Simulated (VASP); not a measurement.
# WC (P-6m2) in VASP: notebook

Runs on WC. Level: PBE. Tasks: single point.

All numbers are computed with VASP 6.6.1; they aren't measurements. Logs are shortened: lines on timing, memory, paths and dates and some standing lists are left out, and cuts for length are marked.

### Step 1. The cell of the first run

Symmetry: P-6m2, No. 187, hexagonal system. The conventional cell has a = 2.917 Å, b = 2.917 Å, c = 2.839 Å, α = 90.00°, β = 90.00°, γ = 120.00°. Within 3.0 Å of W (site symmetry -6m2) lie 6 C at 2.20 Å and 8 W at 2.84 to 2.92 Å. C (site symmetry -6m2) has 6 W at 2.20 Å and 8 C at 2.84 to 2.92 Å within 3.0 Å.

### Step 2. Single point, PBE

INCAR reads:

```
ALGO = Normal
EDIFF = 1E-6
ENCUT = 600
GGA = PE
GGA_COMPAT = F
ISIF = 2
ISMEAR = 0
LASPH = T
LCHARG = F
LREAL = F
LWAVE = F
NBANDS = 16
NELM = 120
PREC = Accurate
SIGMA = 0.1
```

KPOINTS reads:

```
k-points
0
Gamma
  6 6 6
```

POSCAR reads:

```
WC
1.0
    2.9165944337      0.0000000000      0.0000000000
   -1.4582972168      2.5258448721      0.0000000000
    0.0000000000      0.0000000000      2.8394357900
W C
1 1
Direct
    0.0000000000      0.0000000000      0.0000000000
    0.6666666700      0.3333333300      0.5000000000
```

Potentials or basis: VASP PAW PBE potentials, release 64 (W_sv, C).

Started as:

```
$ cat potpaw_PBE.64/W_sv/POTCAR potpaw_PBE.64/C/POTCAR > POTCAR
$ mpirun -np 1 vasp_std > vasp.out
```

OUTCAR:

```text
EDIFF = 1E-6
   ENCUT = 600
   GGA = PE
   ISIF = 2
   ISMEAR = 0
   LASPH = T
   LREAL = F
   NELM = 120
   PREC = Accurate

 ion  position               nearest neighbor table
   1  0.000  0.000  0.000-   2 2.20   2 2.20   2 2.20   2 2.20   2 2.20   2 2.20
   2  0.667  0.333  0.500-   1 2.20   1 2.20   1 2.20   1 2.20   1 2.20   1 2.20

  LATTYP: Found a hexagonal cell.
 ALAT       =     2.9165944337
 C/A-ratio  =     0.9735449527

  Lattice vectors:

 A1 = (   2.9165944337,   0.0000000000,   0.0000000000)
 A2 = (  -1.4582972168,   2.5258448721,   0.0000000000)
 A3 = (   0.0000000000,   0.0000000000,   2.8394357900)

Analysis of symmetry for initial positions (statically):
=====================================================================
 Subroutine PRICEL returns:
 Original cell was already a primitive cell.

 Routine SETGRP: Setting up the symmetry group for a
 hexagonal supercell.

 Subroutine GETGRP returns: Found 12 space group operations
 (whereof 12 operations were pure point group operations)
 out of a pool of 24 trial point group operations.

The static configuration has the point symmetry D_3h.

Analysis of symmetry for dynamics (positions and initial velocities):
=====================================================================
 Subroutine PRICEL returns:
 Original cell was already a primitive cell.

 Routine SETGRP: Setting up the symmetry group for a
 hexagonal supercell.

 Subroutine GETGRP returns: Found 12 space group operations
 (whereof 12 operations were pure point group operations)
 out of a pool of 24 trial point group operations.

The dynamic configuration has the point symmetry D_3h.

 Subroutine INISYM returns: Found 12 space group operations
 (whereof 12 operations are pure point group operations),
 and found     1 'primitive' translations

----------------------------------------------------------------------------------------

                                     Primitive cell

  volume of cell :      20.9177

  direct lattice vectors                    reciprocal lattice vectors
     2.916594434  0.000000000  0.000000000     0.342865634  0.197953566  0.000000000
    -1.458297217  2.525844872  0.000000000     0.000000000  0.395907132  0.000000000
     0.000000000  0.000000000  2.839435790     0.000000000  0.000000000  0.352182643

  length of vectors
     2.916594434  2.916594434  2.839435790     0.395907132  0.395907132  0.352182643

  position of ions in fractional coordinates (direct lattice)
     0.000000000  0.000000000  0.000000000
     0.666666670  0.333333330  0.500000000

  ion indices of the primitive-cell ions
   primitive index   ion index
                 1           1
                 2           2

----------------------------------------------------------------------------------------

 KPOINTS: k-points

Automatic generation of k-mesh.
 Grid dimensions read from file:
 generate k-points for:    6    6    6

 Generating k-lattice:

  Cartesian coordinates                     Fractional coordinates (reciprocal lattice)
     0.057144272  0.032992261  0.000000000     0.166666667 -0.000000000  0.000000000
     0.000000000  0.065984522  0.000000000     0.000000000  0.166666667  0.000000000
     0.000000000  0.000000000  0.058697107     0.000000000  0.000000000  0.166666667

  Length of vectors
     0.065984522  0.065984522  0.058697107

  Shift w.r.t. Gamma in fractional coordinates (k-lattice)
     0.000000000  0.000000000  0.000000000

 Subroutine IBZKPT returns following result:
 ===========================================

 Found     28 irreducible k-points:

 Following reciprocal coordinates:
            Coordinates               Weight
  0.000000  0.000000  0.000000      1.000000
  0.166667  0.000000  0.000000      6.000000
  0.333333 -0.000000  0.000000      6.000000
  0.500000 -0.000000  0.000000      3.000000
  0.166667  0.166667  0.000000      6.000000
  0.333333  0.166667  0.000000     12.000000
[... 16 lines left out ...]
  0.166667  0.000000  0.500000      6.000000
  0.333333 -0.000000  0.500000      6.000000
 [... further k-points ...]
   k-points           NKPTS =     28   k-points in BZ     NKDIM =     28   number of bands    NBANDS=     16
   number of dos      NEDOS =    301   number of ions     NIONS =      2
   total plane-waves  NPLWV =  13824
   dimension x,y,z NGX =    24 NGY =   24 NGZ =   24
   dimension x,y,z NGXF=    48 NGYF=   48 NGZF=   48
   ions per type =               1   1
   NGX,Y,Z   is equivalent  to a cutoff of  13.68, 13.68, 14.05 a.u.
   NGXF,Y,Z  is equivalent  to a cutoff of  27.36, 27.36, 28.10 a.u.
 SYSTEM =  unknown system
   PREC   = accura    normal or accurate (medium, high low for compatibility)
   ISTART =      0    job   : 0-new  1-cont  2-samecut
   ICHARG =      2    charge: 1-file 2-atom 10-const
   ISPIN  =      1    spin polarized calculation?
   LNONCOLLINEAR =      F non collinear calculations
   LSORBIT =      F    spin-orbit coupling
   LASPH  =      T    aspherical Exc in radial PAW
   ENCUT  =  600.0 eV  44.10 Ry    6.64 a.u.   5.83  5.83  5.67*2*pi/ulx,y,z
   NELM   =    120;   NELMIN=  2; NELMDL= -5     # of ELM steps
   EDIFF  = 0.1E-05   stopping-criterion for ELM
   LREAL  =      F    real-space projection
   EDIFFG = 0.1E-04   stopping-criterion for IOM
   NSW    =      0    number of steps for IOM
   IBRION =     -1    ionic relax: 0-MD 1-quasi-New 2-CG
   NFREE  =      0    steps in history (QN), initial steepest desc. (CG)
   ISIF   =      2    stress and relaxation
   ISYM   =      2    0-nonsym 1-usesym 2-fastsym
   POTIM  = 0.5000    time-step for ionic-motion
   TEBEG  =    0.0;   TEEND  =   0.0 temperature during run
   PSTRESS=    0.0 pullay stress
   NELECT =      18.0000    total number of electrons
   NUPDOWN=      -1.0000    fix difference up-down
   EMIN   =  10.00;   EMAX   =-10.00  energy-range for DOS
   EFERMI =   0.00;   METHOD = LEGACY
   ISMEAR =     0;   SIGMA  =   0.10  broadening in eV -4-tet -1-fermi 0-gaus
   EFERMI_NEDOS =   21; number of points for ismear=-14 and -15
   IALGO  =     38    algorithm
   IMIX   =      4    mixing-type and parameters
     AMIX     =   0.40;   BMIX     =  1.00
     AMIX_MAG =   1.60;   BMIX_MAG =  1.00
  volume/ion in A,a.u.               =      10.46        70.58
  Fermi-wavevector in a.u.,A,eV,Ry     =   1.557139  2.942566 32.989804  2.424682
  Thomas-Fermi vector in A             =   2.660833
   LORBIT       =      0    0 simple, 1 ext, 2 COOP (PROOUT), +10 PAW based schemes
   GGA     = PE    functional components
   LHFCALC =     F    Hartree Fock is set to
   AEXX    =    0.0000 exact exchange contribution
   IVDW    =     0    specifies the selected vdW correction
   LEPSILON=     F    determine dielectric tensor
   LRPA    =     F    only Hartree local field effects (RPA)
 non-spin polarized calculation
 Gauss-broadening in eV      SIGMA  =   0.10
  energy-cutoff  :      600.00
  volume of cell :       20.92
 maximum number of plane-waves:       708
 NGX is ok and might be reduce to    24

 number of electron      18.0000001 magnetization

 Free energy of the ion-electron system (eV)
  ---------------------------------------------------
  ext. energy  EPLUGINS =         0.00000000
  ---------------------------------------------------
  free energy    TOTEN  =       -22.44492080 eV

  energy without entropy =      -22.44138941  energy(sigma->0) =      -22.44315510

 E-fermi :  11.2150     XC(G=0): -13.7552

 val. band max:       11.0791946328   @ k =   0.0000   0.0000   0.0000
 cond. band min:      11.2286695121   @ k =   0.0000   0.0000   0.1667
 fundamental gap:      0.1494748793
 Fermi energy:        11.2149761599

 k-point     1 :       0.0000    0.0000    0.0000
  band No.  band energies     occupation
      1     -63.0597      2.00000
      2     -27.0363      2.00000
      3     -26.9436      2.00000
      4     -26.9436      2.00000
      5      -3.4221      2.00000
      6       6.6983      2.00000
[... 8 lines left out ...]
     15      25.2475      0.00000
     16      27.6141      0.00000

 k-point     2 :       0.1667    0.0000    0.0000
  band No.  band energies     occupation
      1     -63.0458      2.00000
      2     -27.1480      2.00000
      3     -27.0098      2.00000
      4     -26.9903      2.00000
      5      -2.7339      2.00000
      6       6.3126      2.00000
[... 8 lines left out ...]
     15      24.5919      0.00000
     16      29.0330      0.00000

 k-point     3 :       0.3333   -0.0000    0.0000
  band No.  band energies     occupation
      1     -63.0181      2.00000
      2     -27.5394      2.00000
      3     -27.0824      2.00000
      4     -26.9564      2.00000
      5      -1.1406      2.00000
      6       4.7220      2.00000
[... 8 lines left out ...]
     15      25.8007      0.00000
     16      27.5527      0.00000

 k-point     4 :       0.5000   -0.0000    0.0000
  band No.  band energies     occupation
      1     -63.0042      2.00000
      2     -27.7272      2.00000
      3     -27.1278      2.00000
      4     -26.9295      2.00000
      5      -0.1101      2.00000
      6       3.9678      2.00000
[... 8 lines left out ...]
     15      23.7016      0.00000
     16      28.9481      0.00000

 k-point     5 :       0.1667    0.1667    0.0000
  band No.  band energies     occupation
      1     -63.0250      2.00000
      2     -27.4062      2.00000
      3     -27.0990      2.00000
      4     -26.9698      2.00000
      5      -1.5648      2.00000
      6       5.2012      2.00000
[... 8 lines left out ...]
     15      25.2798      0.00000
     16      28.6354      0.00000

 k-point     6 :       0.3333    0.1667    0.0000
  band No.  band energies     occupation
      1     -63.0042      2.00000
      2     -27.6302      2.00000
      3     -27.2328      2.00000
      4     -26.9296      2.00000
      5      -0.0621      2.00000
      6       4.2851      2.00000
[... 8 lines left out ...]
     15      25.5695      0.00000
     16      27.9076      0.00000

 k-point     7 :       0.3333    0.3333    0.0000
  band No.  band energies     occupation
      1     -62.9972      2.00000
      2     -27.5195      2.00000
      3     -27.4678      2.00000
      4     -26.9161      2.00000
      5       0.6269      2.00000
      6       4.4346      2.00000
[... 8 lines left out ...]
     15      26.0773      0.00000
     16      26.2230      0.00000

 k-point     8 :       0.0000    0.0000    0.1667
  band No.  band energies     occupation
      1     -63.0497      2.00000
      2     -27.2263      2.00000
      3     -26.9271      2.00000
      4     -26.9271      2.00000
      5      -2.7684      2.00000
      6       6.2189      2.00000
[... 8 lines left out ...]
     15      26.5820      0.00000
     16      28.1382      0.00000

 k-point     9 :       0.1667    0.0000    0.1667
  band No.  band energies     occupation
      1     -63.0359      2.00000
      2     -27.1983      2.00000
      3     -27.1260      2.00000
      4     -26.9730      2.00000
      5      -2.1550      2.00000
      6       6.3848      2.00000
[... 8 lines left out ...]
     15      24.4211      0.00000
     16      28.9760      0.00000
[... 172 lines left out ...]
 k-point    19 :       0.1667    0.1667    0.3333
  band No.  band energies     occupation
      1     -62.9956      2.00000
      2     -27.4981      2.00000
      3     -27.3348      2.00000
      4     -27.0420      2.00000
      5      -0.3453      2.00000
      6       5.0396      2.00000
[... 8 lines left out ...]
     15      24.9626      0.00000
     16      27.3182      0.00000

 k-point    20 :       0.3333    0.1667    0.3333
  band No.  band energies     occupation
      1     -62.9750      2.00000
      2     -27.5514      2.00000
      3     -27.4393      2.00000
      4     -27.1698      2.00000
      5       0.0045      2.00000
      6       4.5855      2.00000
[... 8 lines left out ...]
     15      24.3857      0.00000
     16      26.2970      0.00000

 k-point    21 :       0.3333    0.3333    0.3333
  band No.  band energies     occupation
      1     -62.9681      2.00000
      2     -27.4446      2.00000
      3     -27.4206      2.00000
      4     -27.3951      2.00000
      5       0.2206      2.00000
      6       4.3634      2.00000
[... 8 lines left out ...]
     15      24.2399      0.00000
     16      25.5360      0.00000

 k-point    22 :       0.0000    0.0000    0.5000
  band No.  band energies     occupation
      1     -63.0196      2.00000
      2     -27.7660      2.00000
      3     -26.8771      2.00000
      4     -26.8771      2.00000
      5       0.5725      2.00000
      6       2.3686      2.00000
[... 8 lines left out ...]
     15      22.7255      0.00000
     16      28.2229      0.00000

 k-point    23 :       0.1667    0.0000    0.5000
  band No.  band energies     occupation
      1     -63.0060      2.00000
      2     -27.7255      2.00000
      3     -27.0690      2.00000
      4     -26.9207      2.00000
      5       0.3476      2.00000
      6       3.2113      2.00000
[... 8 lines left out ...]
     15      24.1889      0.00000
     16      27.7700      0.00000

 k-point    24 :       0.3333   -0.0000    0.5000
  band No.  band energies     occupation
      1     -62.9789      2.00000
      2     -27.6434      2.00000
      3     -27.4383      2.00000
      4     -27.0070      2.00000
      5      -0.0760      2.00000
      6       4.4287      2.00000
[... 8 lines left out ...]
     15      24.7015      0.00000
     16      27.9730      0.00000

 [... further k-points ...]

------------------------ aborting loop because EDIFF is reached ----------------------------------------

  FORCE on cell =-STRESS in cart. coord.  units (eV):
  Direction    XX          YY          ZZ          XY          YZ          ZX
  --------------------------------------------------------------------------------------
  -------------------------------------------------------------------------------------
  Total        0.4874636      0.4874636      0.3822508      0.0000000      0.0000000      0.0000000
  in kB       37.3368795     37.3368795     29.2781862      0.0000000      0.0000000      0.0000000
  external PRESSURE =      34.6506484 kB  Pullay stress =       0.0000000 kB

 VOLUME and BASIS-vectors are now :
 -----------------------------------------------------------------------------
  energy-cutoff  :      600.00
  volume of cell :       20.92
      direct lattice vectors                 reciprocal lattice vectors
     2.916594434  0.000000000  0.000000000     0.342865634  0.197953566  0.000000000
    -1.458297217  2.525844872  0.000000000     0.000000000  0.395907132  0.000000000
     0.000000000  0.000000000  2.839435790     0.000000000  0.000000000  0.352182643

 POSITION                                       TOTAL-FORCE (eV/Angst)
 -----------------------------------------------------------------------------------
      0.00000      0.00000      0.00000         0.000000     -0.000000      0.000000
      1.45830      0.84195      1.41972        -0.000000      0.000000      0.000000
 -----------------------------------------------------------------------------------
    total drift:                               -0.000003      0.000002     -0.000000

  FREE ENERGIE OF THE ION-ELECTRON SYSTEM (eV)
  ---------------------------------------------------
  free  energy   TOTEN  =       -22.4449208032 eV

  energy  without entropy=      -22.4413894061  energy(sigma->0) =      -22.44315510
```

Wall time 5.9 s (1 thread of Intel Xeon Platinum 8259CL at 2.50GHz (Skylake/Cascade Lake), shared host); peak memory 0.14 GiB.

What came out:

| Quantity | Value |
| --- | --- |
| Free energy | -22.4449 eV |
| Pressure | 3.5 GPa |
| Band gap on the k mesh | zero (bands 9 and 10 overlap by 1.21 eV) |

Stress tensor (GPa, compression positive):
```
3.73 0.00 0.00
0.00 3.73 0.00
0.00 0.00 2.93
```

Caveat: the k points lie up to 0.41 Å⁻¹ apart, too coarse for converged energies and pressures of a metal; spin-orbit coupling is left out, which moves the levels of the heavy elements.

### Step 3. Single point, PBE

This run uses another cell than the first one: it holds 16 atoms, not 2.

INCAR reads:

```
ALGO = Normal
EDIFF = 1E-6
ENCUT = 520
GGA = PE
ISIF = 2
ISMEAR = 0
LASPH = T
LCHARG = F
LREAL = Auto
LWAVE = F
NBANDS = 86
NELM = 60
PREC = Accurate
SIGMA = 0.1
```

KPOINTS reads:

```
k-points
0
Gamma
  5 5 5
```

POSCAR reads:

```
WC
1.0
    0.0000000000      0.0000000000      5.6942504921
    2.9217348262     -5.0605931653      0.0000000000
    2.9217348263      5.0605931652      0.0000000000
W C
8 8
Direct
    0.0000000000      0.0000000000      0.0000000000
    0.5000000000      0.0000000000      0.0000000000
    0.0000000000      0.5000000000      0.0000000000
    0.5000000000      0.5000000000      0.0000000000
    0.0000000000      0.0000000000      0.5000000000
    0.5000000000      0.0000000000      0.5000000000
    0.0000000000      0.5000000000      0.5000000000
    0.5000000000      0.5000000000      0.5000000000
    0.2500000000      0.6666666667      0.3333333333
    0.7500000000      0.6666666667      0.3333333333
    0.2500000000      0.1666666667      0.3333333333
    0.7500000000      0.1666666667      0.3333333333
    0.2500000000      0.6666666667      0.8333333333
    0.7500000000      0.6666666667      0.8333333333
    0.2500000000      0.1666666667      0.8333333333
    0.7500000000      0.1666666667      0.8333333333
```

Potentials or basis: VASP PAW PBE potentials, release 64 (W_sv, C).

Started as:

```
$ cat potpaw_PBE.64/W_sv/POTCAR potpaw_PBE.64/C/POTCAR > POTCAR
$ mpirun -np 1 vasp_std > vasp.out
```

Wall time 3.5 min (1 thread of Intel Xeon 6975P-C (Granite Rapids), shared host); peak memory 0.38 GiB.

Results (log left out):

```
Free energy            : -179.6374 eV
Pressure               : 1.0 GPa
Band gap on the k mesh : zero (bands 72 and 73 overlap by 0.83 eV)
```

Stress tensor (GPa, compression positive):
```
0.99 0.00 0.00
0.00 0.99 0.00
0.00 0.00 0.89
```

Levels at points of the mesh, in eV from the Fermi level:
| k point | band 69 | band 70 | band 71 | band 72 | band 73 | band 74 | band 75 | band 76 |
| --- | --- | --- | --- | --- | --- | --- | --- | --- |
| (0.00, 0.00, 0.00) | -0.52 | 0.05 | 0.21 | 0.21 | 0.21 | 2.26 | 2.26 | 2.26 |

Caveat: spin-orbit coupling is left out, which moves the levels of the heavy elements.

The gap in the log of VASP goes by the Fermi energy; the results here count the filled bands.